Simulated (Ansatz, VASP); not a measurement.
VCrC2 in VASP and in Ansatz

```
CELL_PARAMETERS angstrom
1.46063 0.84330 4.73939
-1.46063 0.84330 4.73939
0.00000 -1.68659 4.73939
ATOMIC_POSITIONS crystal
Cr 0.50000 0.50000 0.50000
V 0.00000 0.00000 0.00000
C 0.24876 0.24876 0.24876
C 0.75124 0.75124 0.75124
```

Alike in both runs: task single point; functional PBE; k mesh 9 × 9 × 9; occupations fermi-dirac, width 0.05 eV; collinear spin; fixed moment 2.5 μB.

|  | VASP | Ansatz |
| --- | --- | --- |
| version | VASP 6.6.1 | Ansatz 0.2.0 |
| potentials or method | VASP PAW PBE potentials, release 64 (Cr_sv, V_sv, C) | Ansatz PAW |
| plane-wave cutoff (eV) | 700 | 420 |
| valence electrons in the cell | 35 | 35 |

|  | VASP | Ansatz | Ansatz less VASP |
| --- | --- | --- | --- |
| pressure (GPa) | 6.6 | 7.0 | +0.34 |
| traceless stress, the component that is largest in VASP (GPa) | -3.31 | -3.31 | -0.007 |
| rms of the force components (eV/Å) | 0.035 | 0.053 | +0.0177 |
| net moment per atom (μB) | 0.62 | 0.63 | 0.000 |
| size of the moment on the site where the two differ most (μB) | 1.77 | 1.65 | -0.117 |

Site moments also hang on the region over which each program counts them. Atom by atom the forces differ by 0.018 eV/Å (rms over components).
